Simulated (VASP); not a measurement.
AlGa3P4 (an interface model), 8 atoms in the cell. The cell holds layers of an interface, 8 atoms: a = 3.846 Å, b = 5.438 Å, c = 7.714 Å, α = 90.00°, β = 90.00°, γ = 90.00°. 

```yaml
Program: VASP 6.6.1
Task: single point
Functional: PBEsol
Potentials_or_basis: VASP PAW PBE potentials, release 64 (Ga_d, P, Al)
Cutoff: 400 eV
k_mesh: 6 × 4 × 3
Occupations: fermi-dirac, width 0.05 eV
Spin: no spin polarisation
Dipole_correction: no
Further_INCAR_settings: ALGO = Normal; EDIFF = 1e-06; NBANDS = 41
```

Potentials or basis: VASP PAW PBE potentials, release 64 (Ga_d, P, Al).

Launch:

```bash
$ cat potpaw_PBE.64/Ga_d/POTCAR potpaw_PBE.64/P/POTCAR potpaw_PBE.64/Al/POTCAR > POTCAR
$ mpirun -np 1 vasp_std > vasp.out
```

Hardware: 1 thread of Intel(R) Xeon(R) Platinum 8488C (Sapphire Rapids), with other jobs on the host.

Problem. Estimate the wall time of this run.

Solution. Run time: 79 s on 1 thread of Intel(R) Xeon(R) Platinum 8488C (Sapphire Rapids) (shared host), peak memory 0.26 GiB. Counts: scf iterations 14, k points 28.
